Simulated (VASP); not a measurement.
Write the native input for VASP 6.6.1 that does the following.

```
Task                   : single point
Functional             : r2SCAN
Potentials or basis    : VASP PAW PBE potentials, release 64 (B, As)
Cutoff                 : 520 eV
k mesh                 : 10 × 10 × 10
Occupations            : gaussian, width 0.05 eV
Spin                   : no spin polarisation
Dipole correction      : no
Further INCAR settings : ALGO = Normal; EDIFF = 1e-06; NBANDS = 11
```

Crystal: BAs.

```xyz
2
Lattice="0.0000 2.5796 2.5796 2.5796 0.0000 2.5796 2.5796 2.5796 0.0000" Properties=species:S:1:pos:R:3 pbc="T T T"
B     0.0000    0.0000    0.0000
As    3.8694    3.8694    3.8694
```

This cell differs from its parent crystal: strain +0.080 along x and y, +0.080 along z.

One way to write it, as run:

POSCAR

```
BAs
1.0
    0.0000000000      2.5795800000      2.5795800000
    2.5795800000      0.0000000000      2.5795800000
    2.5795800000      2.5795800000      0.0000000000
B As
1 1
Direct
    0.0000000000      0.0000000000      0.0000000000
    0.7500000000      0.7500000000      0.7500000000
```

INCAR.step1

```
SYSTEM = BAs
PREC = Accurate
ENCUT = 520
ISMEAR = 0
SIGMA = 0.05
LREAL = .FALSE.
LASPH = .TRUE.
NELM = 80
NBANDS = 11
GGA = PE
ALGO = Normal
EDIFF = 1E-4
LWAVE = .TRUE.
LCHARG = .FALSE.
```

INCAR.step2

```
SYSTEM = BAs
PREC = Accurate
ENCUT = 520
EDIFF = 1E-6
ISMEAR = 0
SIGMA = 0.05
LREAL = .FALSE.
LASPH = .TRUE.
NELM = 80
ALGO = Normal
ISIF = 2
LWAVE = .FALSE.
LCHARG = .FALSE.
METAGGA = R2SCAN
LMIXTAU = .TRUE.
NBANDS = 11
ISTART = 1
```

KPOINTS

```
regular mesh
0
G
  10 10 10
  0 0 0
```

Potentials or basis: VASP PAW PBE potentials, release 64 (B, As).

Launch:

```bash
$ cat potpaw_PBE.64/B/POTCAR potpaw_PBE.64/As/POTCAR > POTCAR
$ cp INCAR.step1 INCAR
$ mpirun -np 1 vasp_std > vasp.out
$ cp INCAR.step2 INCAR
$ mpirun -np 1 vasp_std > vasp.out
```

Results of the run:

The pressure is -19.9 GPa. The band gap on the k mesh is 1.57 eV, indirect (least direct gap 2.30 eV).

Caveat: the cell differs from its parent crystal (strain +0.080 along x and y, +0.080 along z); the PAW data sets were made with another functional, which shifts forces and pressure a little.

Wall time 31 s on 1 thread of Intel(R) Xeon(R) 6975P-C (Granite Rapids), on a shared host, peak memory 0.17 GiB.
